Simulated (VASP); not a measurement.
# NbSb (wurtzite type) (P6_3mc) in VASP: a series of runs, part 2 of 2

VASP 6.6.1.

### Step 3. Relaxation of cell and atoms, PBE

This run uses another cell than the first one, of 33.37 Å³/atom, 1.502 times its volume.

Contents of INCAR:

```
SYSTEM = NbSb
  ALGO = Normal
  EDIFF = 1E-6
  EDIFFG = -0.005
  ENCUT = 600
  GGA = PE
  IBRION = 2
  ISIF = 3
  ISMEAR = -1
  LASPH = .TRUE.
  LCHARG = .FALSE.
  LREAL = .FALSE.
  LWAVE = .FALSE.
  NELM = 100
  NSW = 100
  PREC = Accurate
  SIGMA = 0.05
```

Contents of KPOINTS:

```
k-points
0
G
  8 8 5
  0 0 0
```

Contents of POSCAR:

```
NbSb
1.0
    4.5558582445      0.0000000000      0.0000000000
   -2.2779291223      3.9454889758      0.0000000000
    0.0000000000      0.0000000000      7.4260489385
Nb Sb
2 2
Direct
    0.3333333333      0.6666666667      0.0000000000
    0.6666666667      0.3333333333      0.5000000000
    0.3333333333      0.6666666667      0.3760000000
    0.6666666667      0.3333333333      0.8760000000
```

Potentials or basis: VASP PAW PBE potentials, release 64 (Nb_sv, Sb).

The run is started by

```sh
$ cat potpaw_PBE.64/Nb_sv/POTCAR potpaw_PBE.64/Sb/POTCAR > POTCAR
$ mpirun -np 1 vasp_std > vasp.out
```

OUTCAR:

```text
SYSTEM = NbSb
   EDIFF = 1E-6
   EDIFFG = -0.005
   ENCUT = 600
   GGA = PE
   IBRION = 2
   ISIF = 3
   ISMEAR = -1
   LASPH = .TRUE.
   LREAL = .FALSE.
   NELM = 100
   NSW = 100
   PREC = Accurate

 ion  position               nearest neighbor table
   1  0.333  0.667  0.000-   4 2.79   4 2.79   4 2.79   3 2.79
   2  0.667  0.333  0.500-   3 2.79   3 2.79   3 2.79   4 2.79
   3  0.333  0.667  0.376-   2 2.79   2 2.79   2 2.79   1 2.79
   4  0.667  0.333  0.876-   1 2.79   1 2.79   1 2.79   2 2.79

  LATTYP: Found a hexagonal cell.
 ALAT       =     4.5558582445
 C/A-ratio  =     1.6300000000

  Lattice vectors:

 A1 = (   4.5558582445,   0.0000000000,   0.0000000000)
 A2 = (  -2.2779291223,   3.9454889758,   0.0000000000)
 A3 = (   0.0000000000,   0.0000000000,   7.4260489385)
[... 189 lines left out ...]
  Total       -2.7567231     -2.7567231     -3.5056605      0.0000000      0.0000000      0.0000000
  in kB      -33.0883331    -33.0883331    -42.0776613      0.0000000      0.0000000      0.0000000
  external PRESSURE =     -36.0847758 kB  Pullay stress =       0.0000000 kB
[... 1314 lines left out ...]
     21      11.9480      0.00000
     22      12.0595      0.00000

 [... further k-points ...]

[... ionic steps 4 to 48 ...]

--------------------------------------- Ionic step       49  -------------------------------------------

 number of electron      35.9999996 magnetization

------------------------ aborting loop because EDIFF is reached ----------------------------------------
[... 71 lines left out ...]
--------------------------------------- Ionic step       51  -------------------------------------------

 number of electron      35.9999996 magnetization

 Free energy of the ion-electron system (eV)
  ---------------------------------------------------
  ext. energy  EPLUGINS =         0.00000000
  ---------------------------------------------------
  free energy    TOTEN  =       -27.21510275 eV

  energy without entropy =      -27.16417944  energy(sigma->0) =      -27.18964109

 E-fermi :   9.8823     XC(G=0): -11.2110

 val. band max:        9.8761351517   @ k =   0.3750   0.0000   0.4000
 cond. band min:       9.8862759423   @ k =   0.2500   0.2500   0.0000
 fundamental gap:      0.0101407906
 Fermi energy:         9.8822965751
[... 631 lines left out ...]
  FREE ENERGIE OF THE ION-ELECTRON SYSTEM (eV)
  ---------------------------------------------------
  free  energy   TOTEN  =       -27.2151027532 eV

  energy  without entropy=      -27.1641794356  energy(sigma->0) =      -27.18964109

 reached required accuracy - stopping structural energy minimisation
```

CONTCAR:

```text
NbSb
   1.00000000000000
     3.1826372631197941    0.0000000000149963   -0.0000000000000000
    -1.5913186315818382    2.7562447208892031    0.0000000000000002
     0.0000000000000006    0.0000000000000003   10.1186184562798811
  Nb              Sb
     2     2
Direct
     0.3333333332999970    0.6666666667000030    0.0488913032003494
     0.6666666667000030    0.3333333332999970    0.5488913032003496
     0.3333333332999970    0.6666666667000030    0.3271086967996484
     0.6666666667000030    0.3333333332999970    0.8271086967996480

  0.00000000E+00  0.00000000E+00  0.00000000E+00
  0.00000000E+00  0.00000000E+00  0.00000000E+00
  0.00000000E+00  0.00000000E+00  0.00000000E+00
  0.00000000E+00  0.00000000E+00  0.00000000E+00
```

It took 22 min on 1 thread of Intel Xeon 6975P-C (Granite Rapids), shared host; peak memory 0.36 GiB.

Results:

```
Free energy                            : -27.2151 eV
Relaxed volume                         : 22.19 Å³/atom
Relaxed cell                           : a = 3.183 Å, b = 3.183 Å, c = 10.119 Å, α = 90.00°, β = 90.00°, γ = 120.00°
Space group after relaxing (to 0.05 Å) : P6_3mc (No. 186)
Energy gained by relaxing              : 570.3 meV/atom
Ionic steps                            : 51
Pressure after relaxing                : 0.0 GPa
Band gap on the k mesh                 : zero (band 18 reaches 10.45 eV, above the bottom of band 19 at 9.52 eV)
```

The path:
```csv
step,energy change (eV),largest force (eV/Å),pressure (GPa),volume (Å³)
1,0.0000,0.1606,-3.61,133.48
3,-0.0991,0.0258,-0.01,125.46
5,-0.0992,0.0182,-0.06,125.53
7,-0.0994,0.0208,-0.07,125.59
9,-0.1013,0.0452,-0.18,125.72
11,-0.1234,0.1144,-0.58,126.21
13,-0.3311,0.1475,-3.57,127.50
15,-0.3704,0.6652,-5.14,127.74
17,-0.3740,0.7377,-5.43,127.77
19,-0.3740,0.7384,-5.44,127.78
21,-0.3740,0.7408,-5.45,127.78
23,-0.3741,0.7534,-5.52,127.81
25,-0.3741,0.7604,-5.57,127.83
27,-0.3745,0.7610,-5.57,127.82
29,-0.3760,0.7595,-5.58,127.79
31,-0.3821,0.7560,-5.57,127.69
33,-0.4065,0.7417,-5.58,127.26
35,-0.5037,0.6865,-5.59,125.52
37,-0.8861,0.5228,-5.61,118.40
39,-2.2581,0.3948,1.09,87.89
41,-2.2655,0.2752,0.60,87.72
43,-2.2743,0.2165,0.35,88.09
45,-2.2806,0.0657,-0.43,89.04
47,-2.2813,0.0058,0.05,88.74
49,-2.2813,0.0068,0.01,88.75
51,-2.2813,0.0020,-0.01,88.76
```

Final structure:
```
Nb Sb
1.0
     3.18264    0.00000    0.00000
    -1.59132    2.75624    0.00000
     0.00000    0.00000   10.11862
Nb Sb
2 2
Direct
  0.33333 0.66667 0.04889
  0.66667 0.33333 0.54889
  0.33333 0.66667 0.32711
  0.66667 0.33333 0.82711
```

Caveat: the volume moved by over 15 % at a fixed basis, so the end points are rough; spin-orbit coupling is left out, which moves the levels of the heavy elements.
